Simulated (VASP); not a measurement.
# Mo4HS8 in VASP: single point with PBE+D3(BJ)

Aim: the single point of Mo4HS8 with PBE+D3(BJ).

Everything below comes from runs of VASP 6.6.1. Logs are shortened: lines on timing, memory, paths and dates and some standing lists are left out, and cuts for length are marked.

**1. The cell of the first run**

The cell holds a slab with vacuum, 13 atoms: a = 6.309 Å, b = 6.309 Å, c = 23.435 Å, α = 90.00°, β = 90.00°, γ = 120.00°.

**2. Single point, PBE+D3(BJ)**

File INCAR:

```
PREC = Accurate
ENCUT = 520
EDIFF = 1E-6
ISMEAR = 0
SIGMA = 0.05
LREAL = F
LASPH = T
NELM = 80
ALGO = Fast
ISIF = 2
LWAVE = F
LCHARG = F
LDIPOL = T
IDIPOL = 3
DIPOL = 0.5 0.5 0.500
GGA = PE
IVDW = 12
NBANDS = 64
```

File KPOINTS:

```
Automatic mesh
0
Gamma
  12 12 1
```

File POSCAR:

```
Mo4HS8
1.0
    6.3091220096     -0.0000000057      0.0000000000
   -3.1545609999      5.4638599388      0.0000000000
    0.0000000000      0.0000000000     23.4354671976
S Mo H
8 4 1
Direct
    0.3339186304      0.1660813696      0.4276812989
    0.3339186304      0.6678372608      0.4276812989
    0.8321627392      0.1660813696      0.4276812989
    0.8333333333      0.6666666667      0.4234804461
    0.3408973924      0.1591026076      0.5606635223
    0.3408973924      0.6817947847      0.5606635223
    0.8182052153      0.1591026076      0.5606635223
    0.8333333333      0.6666666667      0.5635532488
    0.1666666667      0.3333333333      0.4946271713
    0.1521212967      0.8260606484      0.4937540960
    0.6739393516      0.3478787033      0.4937540960
    0.6739393516      0.8260606484      0.4937540960
    0.1666666667      0.3333333333      0.5685288719
```

Potentials or basis: VASP PAW PBE potentials, release 64 (S, Mo_sv, H).

Launch:

```sh
$ cat potpaw_PBE.64/S/POTCAR potpaw_PBE.64/Mo_sv/POTCAR potpaw_PBE.64/H/POTCAR > POTCAR
$ mpirun -np 1 vasp_std > vasp.out
```

OUTCAR:

```text
PREC = Accurate
   ENCUT = 520
   EDIFF = 1E-6
   ISMEAR = 0
   LREAL = F
   LASPH = T
   NELM = 80
   ISIF = 2
   GGA = PE
   IVDW = 12
 IVDW          = 12

 ion  position               nearest neighbor table
   1  0.334  0.166  0.428-   9 2.41  11 2.42  10 2.42
   2  0.334  0.668  0.428-   9 2.41  12 2.42  10 2.42
   3  0.832  0.166  0.428-   9 2.41  12 2.42  11 2.42
   4  0.833  0.667  0.423-  10 2.40  12 2.40  11 2.40
   5  0.341  0.159  0.561-  11 2.41  10 2.41   9 2.45
   6  0.341  0.682  0.561-  12 2.41  10 2.41   9 2.45
   7  0.818  0.159  0.561-  12 2.41  11 2.41   9 2.45
   8  0.833  0.667  0.564-  10 2.39  12 2.39  11 2.39
   9  0.167  0.333  0.495-  13 1.73   1 2.41   3 2.41   2 2.41   7 2.45   5 2.45   6 2.45  11 3.16
                            10 3.16  12 3.16  12 3.16  11 3.16  10 3.16
  10  0.152  0.826  0.494-   8 2.39   4 2.40   5 2.41   6 2.41   1 2.42   2 2.42  12 3.02  11 3.02
                             9 3.16   9 3.16  12 3.29  11 3.29
  11  0.674  0.348  0.494-   8 2.39   4 2.40   5 2.41   7 2.41   1 2.42   3 2.42  10 3.02  12 3.02
                             9 3.16   9 3.16  10 3.29  12 3.29
  12  0.674  0.826  0.494-   8 2.39   4 2.40   6 2.41   7 2.41   2 2.42   3 2.42  10 3.02  11 3.02
                             9 3.16   9 3.16  10 3.29  11 3.29
  13  0.167  0.333  0.569-   9 1.73

  LATTYP: Found a hexagonal cell.
 ALAT       =     6.3091220096
 C/A-ratio  =     3.7145370088

  Lattice vectors:

 A1 = (   6.3091220096,  -0.0000000057,   0.0000000000)
 A2 = (  -3.1545609999,   5.4638599388,   0.0000000000)
 A3 = (   0.0000000000,   0.0000000000,  23.4354671976)

Analysis of symmetry for initial positions (statically):
=====================================================================
 Subroutine PRICEL returns:
 Original cell was already a primitive cell.

 Routine SETGRP: Setting up the symmetry group for a
 hexagonal supercell.

 Subroutine GETGRP returns: Found  6 space group operations
 (whereof  2 operations were pure point group operations)
 out of a pool of 24 trial point group operations.

The static configuration has the point symmetry C_1h.
 The point group associated with its full space group is C_3v.

Analysis of symmetry for dynamics (positions and initial velocities):
=====================================================================
 Subroutine PRICEL returns:
 Original cell was already a primitive cell.

 Routine SETGRP: Setting up the symmetry group for a
 hexagonal supercell.

 Subroutine GETGRP returns: Found  6 space group operations
 (whereof  2 operations were pure point group operations)
 out of a pool of 24 trial point group operations.

The dynamic configuration has the point symmetry C_1h.
 The point group associated with its full space group is C_3v.

 Subroutine INISYM returns: Found  6 space group operations
 (whereof  2 operations are pure point group operations),
 and found     1 'primitive' translations

----------------------------------------------------------------------------------------

                                     Primitive cell

  volume of cell :     807.8712

  direct lattice vectors                    reciprocal lattice vectors
     6.309122010 -0.000000006  0.000000000     0.158500660  0.091510398  0.000000000
    -3.154561000  5.463859939  0.000000000     0.000000000  0.183020797  0.000000000
     0.000000000  0.000000000 23.435467198     0.000000000  0.000000000  0.042670368

  length of vectors
     6.309122010  6.309122010 23.435467198     0.183020797  0.183020797  0.042670368

  position of ions in fractional coordinates (direct lattice)
     0.333918630  0.166081370  0.427681299
     0.333918630  0.667837261  0.427681299
     0.832162739  0.166081370  0.427681299
     0.833333333  0.666666667  0.423480446
     0.340897392  0.159102608  0.560663522
     0.340897392  0.681794785  0.560663522
     0.818205215  0.159102608  0.560663522
     0.833333333  0.666666667  0.563553249
     0.166666667  0.333333333  0.494627171
     0.152121297  0.826060648  0.493754096
     0.673939352  0.347878703  0.493754096
     0.673939352  0.826060648  0.493754096
     0.166666667  0.333333333  0.568528872

[... 30 lines left out ...]

  Length of vectors
     0.015251733  0.015251733  0.042670368

  Shift w.r.t. Gamma in fractional coordinates (k-lattice)
     0.000000000  0.000000000  0.000000000

 Subroutine IBZKPT returns following result:
 ===========================================

 Found     19 irreducible k-points:

 Following reciprocal coordinates:
            Coordinates               Weight
  0.000000  0.000000  0.000000      1.000000
  0.083333 -0.000000  0.000000      6.000000
  0.166667 -0.000000  0.000000      6.000000
  0.250000 -0.000000  0.000000      6.000000
  0.333333 -0.000000  0.000000      6.000000
  0.416667  0.000000  0.000000      6.000000
[... 11 lines left out ...]
  0.333333  0.250000  0.000000     12.000000
  0.333333  0.333333  0.000000      2.000000
   k-points           NKPTS =     19   k-points in BZ     NKDIM =     19   number of bands    NBANDS=     64
   number of dos      NEDOS =    301   number of ions     NIONS =     13
   total plane-waves  NPLWV = 414720
   dimension x,y,z NGX =    48 NGY =   48 NGZ =  180
   dimension x,y,z NGXF=    96 NGYF=   96 NGZF=  360
   ions per type =               8   4   1
   NGX,Y,Z   is equivalent  to a cutoff of  12.65, 12.65, 12.77 a.u.
   NGXF,Y,Z  is equivalent  to a cutoff of  25.30, 25.30, 25.54 a.u.
 SYSTEM =  unknown system
   PREC   = accura    normal or accurate (medium, high low for compatibility)
   ISTART =      0    job   : 0-new  1-cont  2-samecut
   ICHARG =      2    charge: 1-file 2-atom 10-const
   ISPIN  =      1    spin polarized calculation?
   LNONCOLLINEAR =      F non collinear calculations
   LSORBIT =      F    spin-orbit coupling
   LASPH  =      T    aspherical Exc in radial PAW
   ENCUT  =  520.0 eV  38.22 Ry    6.18 a.u.  11.73 11.73 43.57*2*pi/ulx,y,z
   NELM   =     80;   NELMIN=  2; NELMDL= -5     # of ELM steps
   EDIFF  = 0.1E-05   stopping-criterion for ELM
   LREAL  =      F    real-space projection
   EDIFFG = 0.1E-04   stopping-criterion for IOM
   NSW    =      0    number of steps for IOM
   IBRION =     -1    ionic relax: 0-MD 1-quasi-New 2-CG
   NFREE  =      0    steps in history (QN), initial steepest desc. (CG)
   ISIF   =      2    stress and relaxation
   ISYM   =      2    0-nonsym 1-usesym 2-fastsym
   POTIM  = 0.5000    time-step for ionic-motion
   TEBEG  =    0.0;   TEEND  =   0.0 temperature during run
   PSTRESS=    0.0 pullay stress
   NELECT =     105.0000    total number of electrons
   NUPDOWN=      -1.0000    fix difference up-down
   EMIN   =  10.00;   EMAX   =-10.00  energy-range for DOS
   EFERMI =   0.00;   METHOD = LEGACY
   ISMEAR =     0;   SIGMA  =   0.05  broadening in eV -4-tet -1-fermi 0-gaus
   EFERMI_NEDOS =   21; number of points for ismear=-14 and -15
   IALGO  =     68    algorithm
   IMIX   =      4    mixing-type and parameters
     AMIX     =   0.40;   BMIX     =  1.00
     AMIX_MAG =   1.60;   BMIX_MAG =  1.00
  volume/ion in A,a.u.               =      62.14       419.37
  Fermi-wavevector in a.u.,A,eV,Ry     =   0.829260  1.567074  9.356341  0.687672
  Thomas-Fermi vector in A             =   1.941776
   LORBIT       =      0    0 simple, 1 ext, 2 COOP (PROOUT), +10 PAW based schemes
   GGA     = PE    functional components
   LHFCALC =     F    Hartree Fock is set to
   AEXX    =    0.0000 exact exchange contribution
   IVDW    =    12    specifies the selected vdW correction
   LEPSILON=     F    determine dielectric tensor
   LRPA    =     F    only Hartree local field effects (RPA)
 non-spin polarized calculation
 RMM-DIIS sequential band-by-band and
 Gauss-broadening in eV      SIGMA  =   0.05
  energy-cutoff  :      520.00
  volume of cell :      807.87
 maximum number of plane-waves:     21792
 NGX is ok and might be reduce to    48
   NGX = 23   NGY = 23   NGZ = 87

 number of electron     105.0000002 magnetization

 dipolmoment           0.000000      0.000000     -0.070172 electrons x Angstroem

 Free energy of the ion-electron system (eV)
  ---------------------------------------------------
  ext. energy  EPLUGINS =         0.00000000
  ---------------------------------------------------
  free energy    TOTEN  =       -88.38902628 eV

  energy without entropy =      -88.38304306  energy(sigma->0) =      -88.38603467

 E-fermi :  -0.7751     XC(G=0):  -3.3344

 val. band max:       -0.7817234311   @ k =   0.3333   0.0833   0.0000
 cond. band min:      -0.7170101688   @ k =   0.3333   0.3333   0.0000
 fundamental gap:      0.0647132623
 Fermi energy:        -0.7751466190

 k-point     1 :       0.0000    0.0000    0.0000
  band No.  band energies     occupation
      1     -63.3248      2.00000
      2     -63.1429      2.00000
      3     -63.1081      2.00000
      4     -63.1081      2.00000
      5     -37.5860      2.00000
      6     -37.5860      2.00000
[... 1262 lines left out ...]
     63       0.5372      0.00000
     64       1.5306      0.00000

------------------------ aborting loop because EDIFF is reached ----------------------------------------

 vacuum level on the upper side and lower side of the slab       (xc-potential included)        -0.189         0.171

 Edisp (eV)   -3.93961

 E8    (eV) :    -1.6896

  FORCE on cell =-STRESS in cart. coord.  units (eV):
  Direction    XX          YY          ZZ          XY          YZ          ZX
  --------------------------------------------------------------------------------------
  -------------------------------------------------------------------------------------
  Total       3.39274     3.39274    -0.49166    -0.00000     0.00000     0.00000
  in kB       6.72852     6.72852    -0.97506    -0.00000     0.00000     0.00000
  external pressure =        4.16 kB  Pullay stress =        0.00 kB

 VOLUME and BASIS-vectors are now :
 -----------------------------------------------------------------------------
  energy-cutoff  :      520.00
  volume of cell :      807.87
      direct lattice vectors                 reciprocal lattice vectors
     6.309122010 -0.000000006  0.000000000     0.158500660  0.091510398  0.000000000
    -3.154561000  5.463859939  0.000000000     0.000000000  0.183020797  0.000000000
     0.000000000  0.000000000 23.435467198     0.000000000  0.000000000  0.042670368

 POSITION                                       TOTAL-FORCE (eV/Angst)
 -----------------------------------------------------------------------------------
      1.58282      0.90745     10.02291        -0.005609      0.003238      0.020847
      0.00000      3.64897     10.02291        -0.000000     -0.006477      0.020847
      4.72630      0.90745     10.02291         0.005609      0.003238      0.020847
      3.15456      3.64257      9.92446         0.000000     -0.000000      0.034380
      1.64886      0.86931     13.13941        -0.009794      0.005654     -0.036206
      0.00000      3.72523     13.13941        -0.000000     -0.011309     -0.036206
      4.66026      0.86931     13.13941         0.009794      0.005654     -0.036206
      3.15456      3.64257     13.20713         0.000000     -0.000000     -0.022490
      0.00000      1.82129     11.59182         0.000000     -0.000000      0.039471
     -1.64611      4.51348     11.57136        -0.025222     -0.014562      0.001622
      3.15456      1.90076     11.57136         0.000000      0.029123      0.001622
      1.64611      4.51348     11.57136         0.025222     -0.014562      0.001622
      0.00000      1.82129     13.32374         0.000000     -0.000000     -0.010150
 -----------------------------------------------------------------------------------
    total drift:                                0.000003     -0.000002     -0.000934

  FREE ENERGIE OF THE ION-ELECTRON SYSTEM (eV)
  ---------------------------------------------------
  free  energy   TOTEN  =       -92.3286354841 eV

  energy  without entropy=      -92.3226522660  energy(sigma->0) =      -92.32564388

 vacuum level on the upper side and lower side of the slab         3.156         3.526
```

It took 45 min on 1 thread of Oxide Virtual Turin-like, shared host; peak memory 1.2 GiB.

What came out:

```
Free energy                : -92.3286 eV
Largest force              : 0.039 eV/Å
Band gap on the k mesh     : zero (an odd number of electrons rules out a gap without spin polarisation)
Dispersion energy per atom : -0.303 eV
```

Forces in eV/Å, atoms in the order of the input:
```
S   -0.006  0.003  0.021
S    0.000 -0.006  0.021
S    0.006  0.003  0.021
S    0.000  0.000  0.034
S   -0.010  0.006 -0.036
S    0.000 -0.011 -0.036
S    0.010  0.006 -0.036
S    0.000  0.000 -0.022
Mo   0.000  0.000  0.039
Mo  -0.025 -0.015  0.002
Mo   0.000  0.029  0.002
Mo   0.025 -0.015  0.002
H    0.000  0.000 -0.010
```

The gap in the log of VASP goes by the Fermi energy; the results here count the filled bands.